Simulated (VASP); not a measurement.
# Ta3SnO4 (Pm-3m) in VASP: notebook

Ta3SnO4 is run at these levels: PBE; tasks: single point.

Everything below comes from runs of VASP 6.6.1. Logs are shortened: lines on timing, memory, paths and dates and some standing lists are left out, and cuts for length are marked.

### 1 The cell of the first run

It takes space group Pm-3m (No. 221, cubic). The conventional cell has a = 4.527 Å, b = 4.527 Å, c = 4.527 Å, α = 90.00°, β = 90.00°, γ = 90.00°. Within 3.0 Å of Ta (site symmetry 4/mmm) lie 6 O at 2.26 Å. Sn (site symmetry m-3m) has 6 O at 2.26 Å within 3.0 Å. Within 3.0 Å of O (site symmetry 4/mmm) lie 4 Ta at 2.26 Å and 2 Sn at 2.26 Å. O (site symmetry m-3m) has 6 Ta at 2.26 Å within 3.0 Å.

The cell was built from a structure type or drawn by symmetry, and may not be a known phase.

### 2 Single point, PBE

INCAR reads:

```
SYSTEM = Ta3SnO4
PREC     = Accurate       ! precision mode
ENCUT    = 520            ! plane-wave cutoff, eV
EDIFF    = 1E-7           ! SCF threshold, eV
ISMEAR   = 0              ! smearing method
SIGMA    = 0.1            ! smearing width, eV
LREAL    = .False.        ! projectors in reciprocal space
LASPH    = .True.         ! aspherical terms in the spheres
NELM     = 100            ! most SCF steps
ALGO     = Normal         ! electronic algorithm
ISIF     = 2              ! what is computed and relaxed
LWAVE    = .False.        ! write WAVECAR
LCHARG   = .False.        ! write CHGCAR
GGA      = PE             ! functional
NBANDS   = 46             ! bands
```

KPOINTS reads:

```
regular mesh
0
Gamma
  4 4 4
  0 0 0
```

POSCAR reads:

```
Ta3SnO4
1.0
    4.5269337200      0.0000000000      0.0000000000
    0.0000000000      4.5269337200      0.0000000000
    0.0000000000      0.0000000000      4.5269337200
Ta Sn O
3 1 4
Direct
    0.0000000000      0.5000000000      0.5000000000
    0.5000000000      0.0000000000      0.5000000000
    0.5000000000      0.5000000000      0.0000000000
    0.0000000000      0.0000000000      0.0000000000
    0.5000000000      0.0000000000      0.0000000000
    0.5000000000      0.5000000000      0.5000000000
    0.0000000000      0.0000000000      0.5000000000
    0.0000000000      0.5000000000      0.0000000000
```

Potentials or basis: VASP PAW PBE potentials, release 64 (Ta_pv, Sn_d, O).

On the command line:

```
cat potpaw_PBE.64/Ta_pv/POTCAR potpaw_PBE.64/Sn_d/POTCAR potpaw_PBE.64/O/POTCAR > POTCAR
mpirun -np 1 vasp_std > vasp.out
```

OUTCAR:

```text
SYSTEM = Ta3SnO4
   PREC = Accurate
   ENCUT = 520
   EDIFF = 1E-7
   ISMEAR = 0
   LREAL = .False.
   LASPH = .True.
   NELM = 100
   ISIF = 2
   GGA = PE

 ion  position               nearest neighbor table
   1  0.000  0.500  0.500-   6 2.26   7 2.26   8 2.26   8 2.26   7 2.26   6 2.26   3 3.20   4 3.20
                             2 3.20   2 3.20   4 3.20   3 3.20   4 3.20   2 3.20   3 3.20   4 3.20
   2  0.500  0.000  0.500-   5 2.26   6 2.26   7 2.26   5 2.26   6 2.26   7 2.26   3 3.20   4 3.20
                             1 3.20   1 3.20   3 3.20   3 3.20   3 3.20   1 3.20   4 3.20   4 3.20
   3  0.500  0.500  0.000-   5 2.26   6 2.26   8 2.26   6 2.26   5 2.26   8 2.26   1 3.20   2 3.20
                             1 3.20   2 3.20   4 3.20   2 3.20   2 3.20   1 3.20   4 3.20   4 3.20
   4  0.000  0.000  0.000-   5 2.26   7 2.26   8 2.26   7 2.26   8 2.26   5 2.26   1 3.20   2 3.20
                             1 3.20   1 3.20   3 3.20   2 3.20   1 3.20   2 3.20   3 3.20   3 3.20
   5  0.500  0.000  0.000-   2 2.26   3 2.26   4 2.26   2 2.26   3 2.26   4 2.26
   6  0.500  0.500  0.500-   1 2.26   2 2.26   3 2.26   3 2.26   2 2.26   1 2.26
   7  0.000  0.000  0.500-   1 2.26   2 2.26   4 2.26   4 2.26   1 2.26   2 2.26
   8  0.000  0.500  0.000-   1 2.26   3 2.26   4 2.26   1 2.26   4 2.26   3 2.26

  LATTYP: Found a simple cubic cell.
 ALAT       =     4.5269337200

  Lattice vectors:

 A1 = (   4.5269337200,   0.0000000000,   0.0000000000)
 A2 = (   0.0000000000,   4.5269337200,   0.0000000000)
 A3 = (   0.0000000000,   0.0000000000,   4.5269337200)

Analysis of symmetry for initial positions (statically):
=====================================================================
 Subroutine PRICEL returns:
 Original cell was already a primitive cell.

 Routine SETGRP: Setting up the symmetry group for a
 simple cubic supercell.

 Subroutine GETGRP returns: Found 48 space group operations
 (whereof 48 operations were pure point group operations)
 out of a pool of 48 trial point group operations.

The static configuration has the point symmetry O_h .

Analysis of symmetry for dynamics (positions and initial velocities):
=====================================================================
 Subroutine PRICEL returns:
 Original cell was already a primitive cell.

 Routine SETGRP: Setting up the symmetry group for a
 simple cubic supercell.

 Subroutine GETGRP returns: Found 48 space group operations
 (whereof 48 operations were pure point group operations)
 out of a pool of 48 trial point group operations.

The dynamic configuration has the point symmetry O_h .

 Subroutine INISYM returns: Found 48 space group operations
 (whereof 48 operations are pure point group operations),
[... 102 lines left out ...]
   TEBEG  =    0.0;   TEEND  =   0.0 temperature during run
   PSTRESS=    0.0 pullay stress
   NELECT =      71.0000    total number of electrons
   NUPDOWN=      -1.0000    fix difference up-down
   EMIN   =  10.00;   EMAX   =-10.00  energy-range for DOS
   EFERMI =   0.00;   METHOD = LEGACY
   ISMEAR =     0;   SIGMA  =   0.10  broadening in eV -4-tet -1-fermi 0-gaus
   EFERMI_NEDOS =   21; number of points for ismear=-14 and -15
   IALGO  =     38    algorithm
   IMIX   =      4    mixing-type and parameters
     AMIX     =   0.40;   BMIX     =  1.00
     AMIX_MAG =   1.60;   BMIX_MAG =  1.00
  volume/ion in A,a.u.               =      11.60        78.26
  Fermi-wavevector in a.u.,A,eV,Ry     =   1.497465  2.829799 30.509742  2.242403
  Thomas-Fermi vector in A             =   2.609350
   LORBIT       =      0    0 simple, 1 ext, 2 COOP (PROOUT), +10 PAW based schemes
   GGA     = PE    functional components
   LHFCALC =     F    Hartree Fock is set to
   AEXX    =    0.0000 exact exchange contribution
   IVDW    =     0    specifies the selected vdW correction
   LEPSILON=     F    determine dielectric tensor
   LRPA    =     F    only Hartree local field effects (RPA)
 non-spin polarized calculation
 Gauss-broadening in eV      SIGMA  =   0.10
  energy-cutoff  :      520.00
  volume of cell :       92.77
 maximum number of plane-waves:      2522
 NGX is ok and might be reduce to    36
   NGX = 17   NGY = 17   NGZ = 17

 number of electron      71.0000015 magnetization

 Free energy of the ion-electron system (eV)
  ---------------------------------------------------
  ext. energy  EPLUGINS =         0.00000000
  ---------------------------------------------------
  free energy    TOTEN  =       -63.15976698 eV

  energy without entropy =      -63.09067365  energy(sigma->0) =      -63.12522032

 E-fermi :   9.7656     XC(G=0): -12.8854

 val. band max:        9.7454950961   @ k =   0.5000   0.2500   0.2500
 cond. band min:       9.7714430297   @ k =   0.2500   0.2500   0.0000
 fundamental gap:      0.0259479336
 Fermi energy:         9.7655856953

 k-point     1 :       0.0000    0.0000    0.0000
  band No.  band energies     occupation
      1     -26.4617      2.00000
      2     -26.4617      2.00000
      3     -26.4617      2.00000
      4     -26.2031      2.00000
      5     -26.2031      2.00000
      6     -26.2031      2.00000
[... 479 lines left out ...]
     45      14.7968      0.00000
     46      14.8074      0.00000

------------------------ aborting loop because EDIFF is reached ----------------------------------------

  FORCE on cell =-STRESS in cart. coord.  units (eV):
  Direction    XX          YY          ZZ          XY          YZ          ZX
  --------------------------------------------------------------------------------------
  -------------------------------------------------------------------------------------
  Total        9.4438368      9.4438368      9.4438368      0.0000000     -0.0000000     -0.0000000
  in kB      163.0972531    163.0972531    163.0972531      0.0000000     -0.0000000     -0.0000000
  external PRESSURE =     163.0972531 kB  Pullay stress =       0.0000000 kB

 VOLUME and BASIS-vectors are now :
 -----------------------------------------------------------------------------
  energy-cutoff  :      520.00
  volume of cell :       92.77
      direct lattice vectors                 reciprocal lattice vectors
     4.526933720  0.000000000  0.000000000     0.220900075  0.000000000  0.000000000
     0.000000000  4.526933720  0.000000000     0.000000000  0.220900075  0.000000000
     0.000000000  0.000000000  4.526933720     0.000000000  0.000000000  0.220900075

 POSITION                                       TOTAL-FORCE (eV/Angst)
 -----------------------------------------------------------------------------------
      0.00000      2.26347      2.26347         0.000000      0.000000      0.000000
      2.26347      0.00000      2.26347         0.000000      0.000000      0.000000
      2.26347      2.26347      0.00000         0.000000      0.000000      0.000000
      0.00000      0.00000      0.00000         0.000000      0.000000      0.000000
      2.26347      0.00000      0.00000         0.000000      0.000000      0.000000
      2.26347      2.26347      2.26347         0.000000      0.000000      0.000000
      0.00000      0.00000      2.26347         0.000000      0.000000      0.000000
      0.00000      2.26347      0.00000         0.000000      0.000000      0.000000
 -----------------------------------------------------------------------------------
    total drift:                                0.000000      0.000000     -0.000000

  FREE ENERGIE OF THE ION-ELECTRON SYSTEM (eV)
  ---------------------------------------------------
  free  energy   TOTEN  =       -63.1597669822 eV

  energy  without entropy=      -63.0906736510  energy(sigma->0) =      -63.12522032
```

stdout:

```text
POSCAR found type information on POSCAR TaSnO
 POSCAR found :  3 types and       8 ions
 scaLAPACK will be used
 LDA part: xc-table for (Slater+PW92), standard interpolation
 POSCAR, INCAR and KPOINTS ok, starting setup
 FFT: planning ... GRIDC
 FFT: planning ... GRID_SOFT
 FFT: planning ... GRID
 WAVECAR not read
 entering main loop
```

Wall time 24 s (1 thread of Intel Xeon 6975P-C (Granite Rapids), shared host); peak memory 0.21 GiB.

Results:

```yaml
Free_energy: -63.1598 eV
Pressure: 16.3 GPa
Band_gap_on_the_k_mesh: zero (an odd number of electrons rules out a gap without spin polarisation)
```

Levels at points of the mesh, in eV from the Fermi level:
```csv
k point,band 32,band 33,band 34,band 35,band 36,band 37,band 38,band 39
"(0.00, 0.00, 0.00)",-4.00,-4.00,-4.00,-0.41,-0.41,-0.41,-0.40,0.63
"(0.50, 0.00, 0.00)",-2.01,-1.37,-0.89,-0.89,-0.57,-0.22,-0.22,1.03
"(0.50, 0.50, 0.00)",-0.50,-0.17,-0.17,-0.11,0.05,0.05,0.47,0.54
"(0.50, 0.50, 0.50)",0.17,0.17,0.55,0.65,0.65,0.65,1.45,1.45
```

Caveat: the cell stands under pressure; spin-orbit coupling is left out, which moves the levels of the heavy elements; an odd number of electrons without spin polarisation forces a metal; a magnetic or distorted state may lie lower.

### 3 Single point, PBE

This run uses another cell than the first one, of 12.47 Å³/atom.

INCAR reads:

```
PREC = Accurate
ENCUT = 520
EDIFF = 1E-7
ISMEAR = 0
SIGMA = 0.1
LREAL = F
LASPH = T
NELM = 60
ALGO = Normal
ISIF = 2
LWAVE = F
LCHARG = F
GGA = PE
NBANDS = 46
```

KPOINTS reads:

```
regular mesh
0
Gamma
  4 4 4
```

POSCAR: that of step 2 with these lines changed.

```diff
@@ -2,5 +2,5 @@
 1.0
-    4.5269337200      0.0000000000      0.0000000000
-    0.0000000000      4.5269337200      0.0000000000
-    0.0000000000      0.0000000000      4.5269337200
+    4.6381785622      0.0000000000      0.0000000000
+    0.0000000000      4.6381785622      0.0000000000
+    0.0000000000      0.0000000000      4.6381785622
 Ta Sn O
```

Potentials or basis: VASP PAW PBE potentials, release 64 (Ta_pv, Sn_d, O).

On the command line:

```
cat potpaw_PBE.64/Ta_pv/POTCAR potpaw_PBE.64/Sn_d/POTCAR potpaw_PBE.64/O/POTCAR > POTCAR
mpirun -np 1 vasp_std > vasp.out
```

It took 25 s on 1 thread of Intel Xeon 6975P-C (Granite Rapids), shared host; peak memory 0.22 GiB.

Results (log left out):

```
Free energy            : -63.5192 eV
Pressure               : 0.5 GPa
Band gap on the k mesh : zero (an odd number of electrons rules out a gap without spin polarisation)
```

Levels at points of the mesh, in eV from the Fermi level:
```tsv
k point	band 33	band 34	band 35	band 36	band 37	band 38	band 39	band 40
(0.00, 0.00, 0.00)	-3.60	-3.60	-0.75	-0.33	-0.33	-0.33	0.55	0.55
(0.50, 0.00, 0.00)	-1.18	-0.78	-0.77	-0.77	-0.18	-0.17	0.95	0.95
(0.50, 0.50, 0.00)	-0.37	-0.12	-0.12	-0.02	-0.02	0.45	0.52	0.87
(0.50, 0.50, 0.50)	0.18	0.50	0.58	0.58	0.58	1.21	1.30	1.30
```

Caveat: spin-orbit coupling is left out, which moves the levels of the heavy elements; an odd number of electrons without spin polarisation forces a metal; a magnetic or distorted state may lie lower.
